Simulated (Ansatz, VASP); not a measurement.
Al3InSb4: VASP beside Ansatz

INCAR

```
PREC = Accurate
ENCUT = 520
EDIFF = 1E-6
ISMEAR = 0
SIGMA = 0.1
LREAL = False
LASPH = True
NELM = 100
ALGO = Normal
ISIF = 2
LWAVE = False
LCHARG = False
GGA = PE
NBANDS = 31
```

Contents of KPOINTS:

```
Automatic mesh
0
Gamma
  4 4 1
```

The input POSCAR:

```
Al3InSb4
1.0
    4.4725159000      0.0000000000      0.0000000000
    0.0000000000      4.4725159000      0.0000000000
    0.0000000000      0.0000000000     12.6405638000
Al In Sb
3 1 4
Direct
    0.0000000000      0.0000000000      0.2575320000
    0.5000000000      0.5000000000      0.5000000000
    0.0000000000      0.0000000000      0.7424680000
    0.5000000000      0.5000000000      0.0000000000
    0.5000000000      0.0000000000      0.8622030000
    0.0000000000      0.5000000000      0.1377970000
    0.5000000000      0.0000000000      0.3788230000
    0.0000000000      0.5000000000      0.6211770000
```

Input for Ansatz:

```yaml
crystal:
  lattice:
    - [4.4725159, 0.0, 0.0]
    - [0.0, 4.4725159, 0.0]
    - [0.0, 0.0, 12.6405638]
  atoms:
    - { symbol: Al, position: [0.0, 0.0, 0.257532] }
    - { symbol: Al, position: [0.5, 0.5, 0.5] }
    - { symbol: Al, position: [0.0, 0.0, 0.742468] }
    - { symbol: In, position: [0.5, 0.5, 0.0] }
    - { symbol: Sb, position: [0.5, 0.0, 0.862203] }
    - { symbol: Sb, position: [0.0, 0.5, 0.137797] }
    - { symbol: Sb, position: [0.5, 0.0, 0.378823] }
    - { symbol: Sb, position: [0.0, 0.5, 0.621177] }
basis:
  ecutwfc: 420
kpoints:
  mp_grid: { grid: [4, 4, 1] }
hamiltonian:
  xc: pbe
scf:
  occupations: { method: gaussian, width: 0.1 }
  lower_state_search: "off"
output:
  forces: true
  stress: true
  eigenvalues: true
```

Alike in both runs: task single point; functional PBE; k mesh 4 × 4 × 1; occupations gaussian, width 0.1 eV; no spin polarisation.

|  | VASP | Ansatz |
| --- | --- | --- |
| version | VASP 6.6.1 | Ansatz 0.2.0 |
| potentials or method | VASP PAW PBE potentials, release 64 (Al, In_d, Sb), cutoff 520 eV | scalar-relativistic, plane waves, PAW |
| valence electrons in the cell | 42 | 82 |

```csv
,VASP,Ansatz,Ansatz less VASP
gap on the k mesh at the Fermi level (eV),0.72,0.72,-0.004
least direct gap on the mesh (eV),0.72,0.72,-0.004
pressure (GPa),0.1,0.0,-0.11
"traceless stress, the component that is largest in VASP (GPa)",-0.41,-0.40,+0.007
rms of the force components (eV/Å),0.003,0.008,+0.0049
```

Atom by atom the forces differ by 0.005 eV/Å (rms over components). VASP's potentials hold 42 valence electrons a cell and Ansatz's 82, so a difference there can come from the potentials and not from the codes.

The k mesh is coarse, so the values compare programs but aren't converged. Neither program's run includes spin-orbit coupling.
